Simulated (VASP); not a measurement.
# SiNi (CsCl type): relaxation of cell and atoms with PBE

Crystal: SiNi (CsCl type).

```
CELL_PARAMETERS angstrom
2.64392 0.00000 0.00000
0.00000 2.64392 0.00000
0.00000 0.00000 2.64392
ATOMIC_POSITIONS crystal
Ni 0.00000 0.00000 0.00000
Si 0.50000 0.50000 0.50000
```

```json
{
 "Program": "VASP 6.6.1",
 "Task": "relaxation of cell and atoms",
 "Functional": "PBE",
 "Potentials or basis": "VASP PAW PBE potentials, release 64 (Ni, Si)",
 "Cutoff": "600 eV",
 "k mesh": "15 × 15 × 15",
 "Occupations": "fermi-dirac, width 0.08 eV",
 "Spin": "no spin polarisation",
 "Target pressure": "61 GPa",
 "Dipole correction": "no",
 "Further INCAR settings": "ALGO = Normal; EDIFF = 1e-06; IBRION = 2; EDIFFG = -0.005; NSW = 32; ISIF = 3"
}
```

```json
{"Relaxed volume": "9.24 Å³/atom", "Relaxed cell": "a = 2.644 Å, b = 2.644 Å, c = 2.644 Å, α = 90.00°, β = 90.00°, γ = 90.00°", "Space group after relaxing (to 0.05 Å)": "Pm-3m (No. 221)", "Energy change on relaxing (the enthalpy is what falls)": "+1.4 meV/atom", "Ionic steps": "3", "Pressure after relaxing": "61.0 GPa", "Band gap on the k mesh": "zero (band 7 reaches 18.49 eV, above the bottom of band 8 at 15.17 eV)"}
```

Step by step:
| step | energy change (eV) | largest force (eV/Å) | pressure (GPa) | volume (Å³) |
| --- | --- | --- | --- | --- |
| 1 | 0.0000 | 0.0000 | 60.84 | 18.48 |
| 2 | 0.0092 | 0.0000 | 61.36 | 18.46 |
| 3 | 0.0028 | 0.0000 | 61.03 | 18.47 |

Final structure:
```
CELL_PARAMETERS angstrom
2.64357 0.00000 0.00000
0.00000 2.64357 0.00000
0.00000 0.00000 2.64357
ATOMIC_POSITIONS crystal
Ni 0.00000 0.00000 0.00000
Si 0.50000 0.50000 0.50000
```

Levels at points of the mesh, in eV from the Fermi level:
```
           k point  band 5  band 6  band 7  band 8  band 9  band 10
(0.00, 0.00, 0.00)   -3.47   -3.47    2.48    2.48    2.48     6.61
```

Run time: 63 s on 1 thread of Intel(R) Xeon(R) Platinum 8259CL CPU @ 2.50GHz (Skylake/Cascade Lake), on a shared host, peak memory 0.17 GiB.

Caveat: the cell is relaxed towards a set pressure, so the enthalpy falls and the energy may rise. Spin polarisation is off, so any magnetic state and its effect on volume and gap are missing.
